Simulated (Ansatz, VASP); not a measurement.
SrO in VASP and in Ansatz

File INCAR:

```
SYSTEM = SrO
PREC     = Accurate       ! precision mode
ENCUT    = 520            ! plane-wave cutoff, eV
EDIFF    = 1E-6           ! SCF threshold, eV
ISMEAR   = 0              ! smearing method
SIGMA    = 0.013000000000000001 ! smearing width, eV
LREAL    = .False.        ! projectors in reciprocal space
LASPH    = .True.         ! aspherical terms in the spheres
NELM     = 100            ! most SCF steps
ALGO     = Normal         ! electronic algorithm
ISIF     = 2              ! what is computed and relaxed
LWAVE    = .False.        ! write WAVECAR
LCHARG   = .False.        ! write CHGCAR
GGA      = PE             ! functional
NBANDS   = 15             ! bands
```

The input KPOINTS:

```
regular mesh
0
Gamma
  9 9 9
  0 0 0
```

File POSCAR:

```
SrO
1.0
    0.0000000000      2.5663000000      2.5663000000
    2.5663000000      0.0000000000      2.5663000000
    2.5663000000      2.5663000000      0.0000000000
Sr O
1 1
Direct
    0.5000000000      0.5000000000      0.5000000000
    0.0000000000      0.0000000000      0.0000000000
```

Contents of input.yaml:

```yaml
crystal:
  lattice:
    - [0.0, 2.5663, 2.5663]
    - [2.5663, 0.0, 2.5663]
    - [2.5663, 2.5663, 0.0]
  atoms:
    - { symbol: Sr, position: [0.5, 0.5, 0.5] }
    - { symbol: O, position: [0.0, 0.0, 0.0] }
kpoints:
  mp_grid: { grid: [9, 9, 9] }
scf:
  occupations: { method: gaussian, width: 0.013 }
hamiltonian:
  xc: pbe
  pseudopotentials: { kind: all_electron, lapw: { basis_error: 0.001 } }
output:
  forces: true
  stress: true
  eigenvalues: true
```

Alike in both runs: task single point; functional PBE; k mesh 9 × 9 × 9; occupations gaussian, width 0.013 eV; no spin polarisation.

|  | VASP | Ansatz |
| --- | --- | --- |
| version | VASP 6.6.1 | Ansatz 0.2.0 |
| potentials or method | VASP PAW PBE potentials, release 64 (Sr_sv, O), cutoff 520 eV | all-electron LAPW, scalar-relativistic |

|  | VASP | Ansatz | Ansatz less VASP |
| --- | --- | --- | --- |
| gap on the k mesh at the Fermi level (eV) | 3.32 | 3.37 | +0.047 |
| least direct gap on the mesh (eV) | 3.41 | 3.45 | +0.036 |
| pressure (GPa) | 3.9 | 3.3 | -0.60 |

Ansatz ran all-electron here, and VASP with PAW potentials.
